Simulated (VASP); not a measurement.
# WSe2 (P6_3/mmc) in VASP: notebook

WSe2 is run at these levels: PBE+D3(BJ); tasks: single point.

Program: VASP 6.6.1. These are calculated values, not measurements. Logs are shortened: lines on timing, memory, paths and dates and some standing lists are left out, and cuts for length are marked.

### 1 The cell of the first run

Symmetry: P6_3/mmc, No. 194, hexagonal system. The conventional cell has a = 3.328 Å, b = 3.328 Å, c = 13.172 Å, α = 90.00°, β = 90.00°, γ = 120.00°. W (site symmetry -6m2) has 6 Se at 2.59 Å and 6 W at 3.33 Å within 3.4 Å. Within 3.4 Å of Se (site symmetry 3m) lie 3 W at 2.59 Å and 6 Se at 3.33 Å.

### 2 Single point, PBE+D3(BJ) (strain +0.015 along x and y, +0.030 along z)

File INCAR:

```
SYSTEM = WSe2
  PREC = Accurate
  ENCUT = 520
  EDIFF = 1E-6
  ISMEAR = 0
  SIGMA = 0.05
  LREAL = .False.
  LASPH = .True.
  NELM = 80
  ALGO = Normal
  ISIF = 2
  LWAVE = .False.
  LCHARG = .True.
  GGA = PE
  IVDW = 12
  LELF = .True.
  LVHAR = .True.
  NBANDS = 35
```

File KPOINTS:

```
regular mesh
0
Gamma
  12 12 2
  0 0 0
```

File POSCAR:

```
WSe2
1.0
    3.3282129738      0.0000000000      0.0000000000
   -1.6641064869      2.8823169845      0.0000000000
    0.0000000000      0.0000000000     13.1722696866
W Se
2 4
Direct
    0.3333333333      0.6666666667      0.2500000000
    0.6666666667      0.3333333333      0.7500000000
    0.3333333333      0.6666666667      0.6182912225
    0.6666666667      0.3333333333      0.1182912225
    0.3333333333      0.6666666667      0.8817087775
    0.6666666667      0.3333333333      0.3817087775
```

Potentials or basis: VASP PAW PBE potentials, release 64 (W_sv, Se).

Command:

```sh
$ cat potpaw_PBE.64/W_sv/POTCAR potpaw_PBE.64/Se/POTCAR > POTCAR
$ mpirun -np 1 vasp_std > vasp.out
```

OUTCAR:

```text
SYSTEM = WSe2
   PREC = Accurate
   ENCUT = 520
   EDIFF = 1E-6
   ISMEAR = 0
   LREAL = .False.
   LASPH = .True.
   NELM = 80
   ISIF = 2
   GGA = PE
   IVDW = 12
 IVDW          = 12

 ion  position               nearest neighbor table
   1  0.333  0.667  0.250-   4 2.59   6 2.59   4 2.59   6 2.59   4 2.59   6 2.59
   2  0.667  0.333  0.750-   3 2.59   5 2.59   3 2.59   5 2.59   3 2.59   5 2.59
   3  0.333  0.667  0.618-   2 2.59   2 2.59   2 2.59
   4  0.667  0.333  0.118-   1 2.59   1 2.59   1 2.59
   5  0.333  0.667  0.882-   2 2.59   2 2.59   2 2.59
   6  0.667  0.333  0.382-   1 2.59   1 2.59   1 2.59

  LATTYP: Found a hexagonal cell.
 ALAT       =     3.3282129738
 C/A-ratio  =     3.9577604529

  Lattice vectors:

 A1 = (   3.3282129738,   0.0000000000,   0.0000000000)
 A2 = (  -1.6641064869,   2.8823169845,   0.0000000000)
 A3 = (   0.0000000000,   0.0000000000,  13.1722696866)

Analysis of symmetry for initial positions (statically):
=====================================================================
 Subroutine PRICEL returns:
 Original cell was already a primitive cell.

 Routine SETGRP: Setting up the symmetry group for a
 hexagonal supercell.

 Subroutine GETGRP returns: Found 24 space group operations
 (whereof 12 operations were pure point group operations)
 out of a pool of 24 trial point group operations.

The static configuration has the point symmetry D_3d.
 The point group associated with its full space group is D_6h.

Analysis of symmetry for dynamics (positions and initial velocities):
=====================================================================
 Subroutine PRICEL returns:
 Original cell was already a primitive cell.

 Routine SETGRP: Setting up the symmetry group for a
 hexagonal supercell.

 Subroutine GETGRP returns: Found 24 space group operations
 (whereof 12 operations were pure point group operations)
 out of a pool of 24 trial point group operations.

The dynamic configuration has the point symmetry D_3d.
 The point group associated with its full space group is D_6h.

 Subroutine INISYM returns: Found 24 space group operations
 (whereof 12 operations are pure point group operations),
 and found     1 'primitive' translations

----------------------------------------------------------------------------------------

                                     Primitive cell

  volume of cell :     126.3611

  direct lattice vectors                    reciprocal lattice vectors
     3.328212974  0.000000000  0.000000000     0.300461541  0.173471552  0.000000000
    -1.664106487  2.882316985  0.000000000     0.000000000  0.346943104  0.000000000
     0.000000000  0.000000000 13.172269687     0.000000000  0.000000000  0.075917061

  length of vectors
     3.328212974  3.328212974 13.172269687     0.346943104  0.346943104  0.075917061

  position of ions in fractional coordinates (direct lattice)
     0.333333333  0.666666667  0.250000000
     0.666666667  0.333333333  0.750000000
     0.333333333  0.666666667  0.618291222
     0.666666667  0.333333333  0.118291222
     0.333333333  0.666666667  0.881708778
     0.666666667  0.333333333  0.381708778

  ion indices of the primitive-cell ions
   primitive index   ion index
                 1           1
                 2           2
                 3           3
                 4           4
                 5           5
                 6           6

----------------------------------------------------------------------------------------

 KPOINTS: regular mesh

Automatic generation of k-mesh.
 Grid dimensions read from file:
 generate k-points for:   12   12    2

 Generating k-lattice:

  Cartesian coordinates                     Fractional coordinates (reciprocal lattice)
     0.025038462  0.014455963  0.000000000     0.083333333  0.000000000  0.000000000
     0.000000000  0.028911925  0.000000000     0.000000000  0.083333333  0.000000000
     0.000000000  0.000000000  0.037958530     0.000000000  0.000000000  0.500000000

  Length of vectors
     0.028911925  0.028911925  0.037958530

  Shift w.r.t. Gamma in fractional coordinates (k-lattice)
     0.000000000  0.000000000  0.000000000

 Subroutine IBZKPT returns following result:
 ===========================================

 Found     38 irreducible k-points:

 Following reciprocal coordinates:
            Coordinates               Weight
  0.000000  0.000000  0.000000      1.000000
  0.083333 -0.000000  0.000000      6.000000
  0.166667  0.000000  0.000000      6.000000
  0.250000  0.000000  0.000000      6.000000
  0.333333 -0.000000  0.000000      6.000000
  0.416667  0.000000  0.000000      6.000000
[... 16 lines left out ...]
  0.250000  0.000000  0.500000      6.000000
  0.333333 -0.000000  0.500000      6.000000
 [... further k-points ...]
   k-points           NKPTS =     38   k-points in BZ     NKDIM =     38   number of bands    NBANDS=     35
   number of dos      NEDOS =    301   number of ions     NIONS =      6
   total plane-waves  NPLWV =  76832
   dimension x,y,z NGX =    28 NGY =   28 NGZ =   98
   dimension x,y,z NGXF=    56 NGYF=   56 NGZF=  196
   ions per type =               2   4
   NGX,Y,Z   is equivalent  to a cutoff of  13.99, 13.99, 12.37 a.u.
   NGXF,Y,Z  is equivalent  to a cutoff of  27.97, 27.97, 24.74 a.u.
 SYSTEM =  WSe2
   PREC   = accura    normal or accurate (medium, high low for compatibility)
   ISTART =      0    job   : 0-new  1-cont  2-samecut
   ICHARG =      2    charge: 1-file 2-atom 10-const
   ISPIN  =      1    spin polarized calculation?
   LNONCOLLINEAR =      F non collinear calculations
   LSORBIT =      F    spin-orbit coupling
   LASPH  =      T    aspherical Exc in radial PAW
   ENCUT  =  520.0 eV  38.22 Ry    6.18 a.u.   6.19  6.19 24.49*2*pi/ulx,y,z
   NELM   =     80;   NELMIN=  2; NELMDL= -5     # of ELM steps
   EDIFF  = 0.1E-05   stopping-criterion for ELM
   LREAL  =      F    real-space projection
   EDIFFG = 0.1E-04   stopping-criterion for IOM
   NSW    =      0    number of steps for IOM
   IBRION =     -1    ionic relax: 0-MD 1-quasi-New 2-CG
   NFREE  =      0    steps in history (QN), initial steepest desc. (CG)
   ISIF   =      2    stress and relaxation
   ISYM   =      2    0-nonsym 1-usesym 2-fastsym
   POTIM  = 0.5000    time-step for ionic-motion
   TEBEG  =    0.0;   TEEND  =   0.0 temperature during run
   PSTRESS=    0.0 pullay stress
   NELECT =      52.0000    total number of electrons
   NUPDOWN=      -1.0000    fix difference up-down
   EMIN   =  10.00;   EMAX   =-10.00  energy-range for DOS
   EFERMI =   0.00;   METHOD = LEGACY
   ISMEAR =     0;   SIGMA  =   0.05  broadening in eV -4-tet -1-fermi 0-gaus
   EFERMI_NEDOS =   21; number of points for ismear=-14 and -15
   IALGO  =     38    algorithm
   IMIX   =      4    mixing-type and parameters
     AMIX     =   0.40;   BMIX     =  1.00
     AMIX_MAG =   1.60;   BMIX_MAG =  1.00
  volume/ion in A,a.u.               =      21.06       142.12
  Fermi-wavevector in a.u.,A,eV,Ry     =   1.217694  2.301108 20.174425  1.482778
  Thomas-Fermi vector in A             =   2.353006
   LORBIT       =      0    0 simple, 1 ext, 2 COOP (PROOUT), +10 PAW based schemes
   GGA     = PE    functional components
   LHFCALC =     F    Hartree Fock is set to
   AEXX    =    0.0000 exact exchange contribution
   IVDW    =    12    specifies the selected vdW correction
   LEPSILON=     F    determine dielectric tensor
   LRPA    =     F    only Hartree local field effects (RPA)
 non-spin polarized calculation
 Gauss-broadening in eV      SIGMA  =   0.05
  energy-cutoff  :      520.00
  volume of cell :      126.36
 maximum number of plane-waves:      3432
 NGX is ok and might be reduce to    28
   NGX = 13   NGY = 13   NGZ = 49

 number of electron      51.9999998 magnetization

 Free energy of the ion-electron system (eV)
  ---------------------------------------------------
  ext. energy  EPLUGINS =         0.00000000
  ---------------------------------------------------
  free energy    TOTEN  =       -43.06493904 eV

  energy without entropy =      -43.06493904  energy(sigma->0) =      -43.06493904

 E-fermi :   5.9874     XC(G=0): -10.6081

 val. band max:        5.7210955048   @ k =   0.0000   0.0000   0.0000
 cond. band min:       6.6823053286   @ k =   0.1667   0.1667   0.0000
 fundamental gap:      0.9612098237
 Fermi energy:         5.9873502236

 k-point     1 :       0.0000    0.0000    0.0000
  band No.  band energies     occupation
      1     -68.5861      2.00000
      2     -68.5861      2.00000
      3     -32.7822      2.00000
      4     -32.7822      2.00000
      5     -32.6711      2.00000
      6     -32.6711      2.00000
[... 27 lines left out ...]
     34       8.5315      0.00000
     35      10.0464      0.00000

 k-point     2 :       0.0833   -0.0000    0.0000
  band No.  band energies     occupation
      1     -68.5856      2.00000
      2     -68.5856      2.00000
      3     -32.7798      2.00000
      4     -32.7798      2.00000
      5     -32.6843      2.00000
      6     -32.6843      2.00000
[... 27 lines left out ...]
     34       8.5837      0.00000
     35      10.6406      0.00000

 k-point     3 :       0.1667    0.0000    0.0000
  band No.  band energies     occupation
      1     -68.5840      2.00000
      2     -68.5840      2.00000
      3     -32.7732      2.00000
      4     -32.7732      2.00000
      5     -32.7204      2.00000
      6     -32.7204      2.00000
[... 27 lines left out ...]
     34       8.9847      0.00000
     35      11.4806      0.00000

 k-point     4 :       0.2500    0.0000    0.0000
  band No.  band energies     occupation
      1     -68.5820      2.00000
      2     -68.5819      2.00000
      3     -32.7692      2.00000
      4     -32.7692      2.00000
      5     -32.7642      2.00000
      6     -32.7642      2.00000
[... 27 lines left out ...]
     34       9.3850      0.00000
     35      11.7773      0.00000

 k-point     5 :       0.3333   -0.0000    0.0000
  band No.  band energies     occupation
      1     -68.5799      2.00000
      2     -68.5799      2.00000
      3     -32.8176      2.00000
      4     -32.8176      2.00000
      5     -32.7552      2.00000
      6     -32.7552      2.00000
[... 638 lines left out ...]
 k-point    22 :       0.1667    0.0000    0.5000
  band No.  band energies     occupation
      1     -68.5840      2.00000
      2     -68.5840      2.00000
      3     -32.7732      2.00000
      4     -32.7732      2.00000
      5     -32.7204      2.00000
      6     -32.7204      2.00000
[... 27 lines left out ...]
     34       8.8991      0.00000
     35      11.8255      0.00000

 k-point    23 :       0.2500    0.0000    0.5000
  band No.  band energies     occupation
      1     -68.5819      2.00000
      2     -68.5819      2.00000
      3     -32.7692      2.00000
      4     -32.7692      2.00000
      5     -32.7642      2.00000
      6     -32.7642      2.00000
[... 27 lines left out ...]
     34       9.2366      0.00000
     35      11.8376      0.00000

 k-point    24 :       0.3333   -0.0000    0.5000
  band No.  band energies     occupation
      1     -68.5799      2.00000
      2     -68.5799      2.00000
      3     -32.8176      2.00000
      4     -32.8176      2.00000
      5     -32.7552      2.00000
      6     -32.7552      2.00000
[... 27 lines left out ...]
     34       9.4603      0.00000
     35      11.1588      0.00000

 [... further k-points ...]

------------------------ aborting loop because EDIFF is reached ----------------------------------------

 Edisp (eV)   -2.68250

 E8    (eV) :    -1.1964

  FORCE on cell =-STRESS in cart. coord.  units (eV):
  Direction    XX          YY          ZZ          XY          YZ          ZX
  --------------------------------------------------------------------------------------
  -------------------------------------------------------------------------------------
  Total      -4.94651    -4.94651    -7.68148     0.00000    -0.00000     0.00000
  in kB     -62.71852   -62.71852   -97.39618     0.00000    -0.00000     0.00000
  external pressure =      -74.28 kB  Pullay stress =        0.00 kB

 VOLUME and BASIS-vectors are now :
 -----------------------------------------------------------------------------
  energy-cutoff  :      520.00
  volume of cell :      126.36
      direct lattice vectors                 reciprocal lattice vectors
     3.328212974  0.000000000  0.000000000     0.300461541  0.173471552  0.000000000
    -1.664106487  2.882316985  0.000000000     0.000000000  0.346943104  0.000000000
     0.000000000  0.000000000 13.172269687     0.000000000  0.000000000  0.075917061

 POSITION                                       TOTAL-FORCE (eV/Angst)
 -----------------------------------------------------------------------------------
     -0.00000      1.92154      3.29307         0.000000     -0.000000      0.000000
      1.66411      0.96077      9.87920        -0.000000      0.000000      0.000000
     -0.00000      1.92154      8.14430         0.000000      0.000000      0.991769
      1.66411      0.96077      1.55816        -0.000000     -0.000000      0.991769
     -0.00000      1.92154     11.61411         0.000000     -0.000000     -0.991769
      1.66411      0.96077      5.02797        -0.000000     -0.000000     -0.991769
 -----------------------------------------------------------------------------------
    total drift:                                0.000000     -0.000000      0.000000

  FREE ENERGIE OF THE ION-ELECTRON SYSTEM (eV)
  ---------------------------------------------------
  free  energy   TOTEN  =       -45.7474427265 eV

  energy  without entropy=      -45.7474427265  energy(sigma->0) =      -45.74744273
```

It took 2.2 min on 1 thread of AMD EPYC 9R45 (Zen 5), shared host; peak memory 0.31 GiB.

Results:

* Free energy: -45.7474 eV
* Pressure: -7.4 GPa
* Largest force: 0.992 eV/Å
* Band gap on the k mesh: 0.96 eV, indirect (least direct gap 1.52 eV)
* Dispersion energy per atom: -0.447 eV

Forces in eV/Å, atoms in the order of the input:
```
W    0.000  0.000  0.000
W    0.000  0.000  0.000
Se   0.000  0.000  0.992
Se   0.000  0.000  0.992
Se   0.000  0.000 -0.992
Se   0.000  0.000 -0.992
```

Caveat: the cell differs from its parent crystal (strain +0.015 along x and y, +0.030 along z); spin-orbit coupling is left out, which moves the levels of the heavy elements.

### 3 Single point, PBE+D3(BJ) (strain +0.030 along x and y, +0.015 along z)

File INCAR:

```
ALGO = Normal
EDIFF = 1E-6
ENCUT = 520
GGA = PE
ISIF = 2
ISMEAR = 0
IVDW = 12
LASPH = True
LCHARG = False
LREAL = False
LWAVE = False
NBANDS = 35
NELM = 100
PREC = Accurate
SIGMA = 0.05
```

File KPOINTS:

```
k-points
0
Gamma
  12 12 2
```

POSCAR: that of step 2 with these lines changed.

```diff
@@ -2,5 +2,5 @@
 1.0
-    3.3282129738      0.0000000000      0.0000000000
-   -1.6641064869      2.8823169845      0.0000000000
-    0.0000000000      0.0000000000     13.1722696866
+    3.3773983872      0.0000000000      0.0000000000
+   -1.6886991936      2.9249128020      0.0000000000
+    0.0000000000      0.0000000000     12.9804405164
 W Se
```

Potentials or basis: VASP PAW PBE potentials, release 64 (W_sv, Se).

Command:

```sh
$ cat potpaw_PBE.64/W_sv/POTCAR potpaw_PBE.64/Se/POTCAR > POTCAR
$ mpirun -np 1 vasp_std > vasp.out
```

Run time: 2.2 min. Hardware: 1 thread of AMD EPYC 9R45 (Zen 5), shared host; peak memory 0.31 GiB.

Results (log left out):

- Free energy: -45.6775 eV
- Pressure: -8.6 GPa
- Largest force: 0.892 eV/Å
- Band gap on the k mesh: 0.91 eV, indirect (least direct gap 1.34 eV)
- Dispersion energy per atom: -0.441 eV

Forces in eV/Å, atoms in the order of the input:
```
W    0.000  0.000  0.000
W    0.000  0.000  0.000
Se   0.000  0.000  0.892
Se   0.000  0.000  0.892
Se   0.000  0.000 -0.892
Se   0.000  0.000 -0.892
```

Stress tensor (GPa, compression positive):
```
-8.71  0.00  0.00
 0.00 -8.71  0.00
 0.00  0.00 -8.24
```

Levels at points of the mesh, in eV from the valence-band top:
```
           k point  band 23  band 24  band 25  band 26  band 27  band 28  band 29  band 30
(0.00, 0.00, 0.00)    -1.46    -0.94    -0.88     0.00     2.36     2.36     2.38     2.38
(0.50, 0.00, 0.00)    -1.43    -1.35    -1.15    -1.14     1.86     1.91     2.09     2.35
(0.00, 0.00, 0.50)    -1.50    -1.50    -0.16    -0.16     2.36     2.36     2.36     2.36
(0.50, 0.00, 0.50)    -1.29    -1.29    -1.23    -1.23     1.88     1.88     2.25     2.25
```

Caveat: the cell differs from its parent crystal (strain +0.030 along x and y, +0.015 along z); spin-orbit coupling is left out, which moves the levels of the heavy elements. A k mesh can miss the band edges.

(Continued in part 2 of 2.)
